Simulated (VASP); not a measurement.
A run of VASP 6.6.1 is set up as follows.

The input INCAR:

```
SYSTEM = Fe
PREC = Accurate
ENCUT = 520
EDIFF = 1E-6
ISMEAR = -1
SIGMA = 0.05
LREAL = .FALSE.
LASPH = .TRUE.
NELM = 150
ALGO = Normal
ISIF = 2
LWAVE = .FALSE.
LCHARG = .TRUE.
ISPIN = 2
MAGMOM = 0.012 0.012 -0.445 -0.445
LORBIT = 11
LMAXMIX = 4
GGA = PS
LELF = .TRUE.
LVHAR = .TRUE.
NBANDS = 28
```

File KPOINTS:

```
Automatic mesh
0
G
  17 17 5
  0 0 0
```

The input POSCAR:

```
Fe
1.0
    2.4191375546      0.0000000000      0.0000000000
   -1.2095687773      2.0950345775      0.0000000000
    0.0000000000      0.0000000000      7.7982746541
Fe
4
Direct
    0.0000000000      0.0000000000      0.0000000000
    0.0000000000      1.0000000000      0.5000000000
    0.3333333333      0.6666666667      0.2500000000
    0.6666666667      0.3333333333      0.7500000000
```

Potentials or basis: VASP PAW PBE potentials, release 64 (Fe).

Launch:

```sh
$ cat potpaw_PBE.64/Fe/POTCAR > POTCAR
$ mpirun -np 1 vasp_std > vasp.out
```

(1) Estimate the net moment.

(2) Predict the site moments.

Results:

(1) -0.92 μB per cell.

(2) Fe +0.03, -0.48 μB.
